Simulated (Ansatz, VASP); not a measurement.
**One calculation of SnSe2, two programs**

The input POSCAR:

```
SnSe2
1.0
    6.6299751351      0.0000000000      0.0000000000
    0.0000000000      6.6299751351      0.0000000000
    0.0000000000      0.0000000000      4.0317477745
Sn Se
2 4
Direct
    0.0000000000      0.0000000000      0.0000000000
    0.5000000000      0.5000000000      0.5000000000
    0.3072983795      0.3072983795      0.0000000000
    0.1927016205      0.8072983795      0.5000000000
    0.8072983795      0.1927016205      0.5000000000
    0.6927016205      0.6927016205      0.0000000000
```

Contents of INCAR.step1:

```
ALGO     = Normal         # electronic algorithm
EDIFF    = 1E-4           # SCF threshold, eV
ENCUT    = 520            # plane-wave cutoff, eV
GGA      = PE             # functional
ISMEAR   = -1             # smearing method
LASPH    = T              # aspherical terms in the spheres
LCHARG   = F              # write CHGCAR
LREAL    = F              # projectors in reciprocal space
LWAVE    = T              # write WAVECAR
NBANDS   = 35             # bands
NELM     = 80             # most SCF steps
PREC     = Accurate       # precision mode
SIGMA    = 0.02           # smearing width, eV
```

Contents of INCAR.step2:

```
ALGO     = Normal         # electronic algorithm
EDIFF    = 1E-6           # SCF threshold, eV
ENCUT    = 520            # plane-wave cutoff, eV
ISIF     = 2              # what is computed and relaxed
ISMEAR   = -1             # smearing method
ISTART   = 1            
LASPH    = T              # aspherical terms in the spheres
LCHARG   = F              # write CHGCAR
LMIXTAU  = T            
LREAL    = F              # projectors in reciprocal space
LWAVE    = F              # write WAVECAR
METAGGA  = R2SCAN         # meta-GGA
NBANDS   = 35             # bands
NELM     = 80             # most SCF steps
PREC     = Accurate       # precision mode
SIGMA    = 0.02           # smearing width, eV
```

File KPOINTS:

```
k-points
0
Gamma
  4 4 6
```

Input for Ansatz:

```yaml
crystal:
  lattice:
    - [6.6299751351, 0.0, 0.0]
    - [0.0, 6.6299751351, 0.0]
    - [0.0, 0.0, 4.0317477745]
  atoms:
    - { symbol: Sn, position: [0.0, 0.0, 0.0] }
    - { symbol: Sn, position: [0.5, 0.5, 0.5] }
    - { symbol: Se, position: [0.3072983795, 0.3072983795, 0.0] }
    - { symbol: Se, position: [0.1927016205, 0.8072983795, 0.5] }
    - { symbol: Se, position: [0.8072983795, 0.1927016205, 0.5] }
    - { symbol: Se, position: [0.6927016205, 0.6927016205, 0.0] }
kpoints:
  mp_grid: { grid: [4, 4, 6] }
hamiltonian:
  xc: r2scan
scf:
  occupations: { method: fermi_dirac, width: 0.02 }
  n_extra_bands: 5
output:
  forces: true
  stress: true
  eigenvalues: true
```

Alike in both runs: task single point; functional r2SCAN; k mesh 4 × 4 × 6; occupations fermi-dirac, width 0.02 eV; no spin polarisation.

|  | VASP | Ansatz |
| --- | --- | --- |
| version | VASP 6.6.1 | Ansatz 0.2.0 |
| potentials or method | VASP PAW PBE potentials, release 64 (Sn_d, Se) | plane waves, PAW |
| plane-wave cutoff (eV) | 520 | 500 |
| valence electrons in the cell | 52 | 92 |

```csv
,VASP,Ansatz,Ansatz less VASP
pressure (GPa),-3.0,-3.0,-0.01
"traceless stress, the component that is largest in VASP (GPa)",-0.63,-0.65,-0.016
rms of the force components (eV/Å),0.098,0.100,+0.0018
```

VASP's potentials were made for PBE, not for r2SCAN. Atom by atom the forces differ by 0.002 eV/Å (rms over components). VASP's potentials hold 52 valence electrons a cell and Ansatz's 92, so a difference there can come from the potentials and not from the codes.
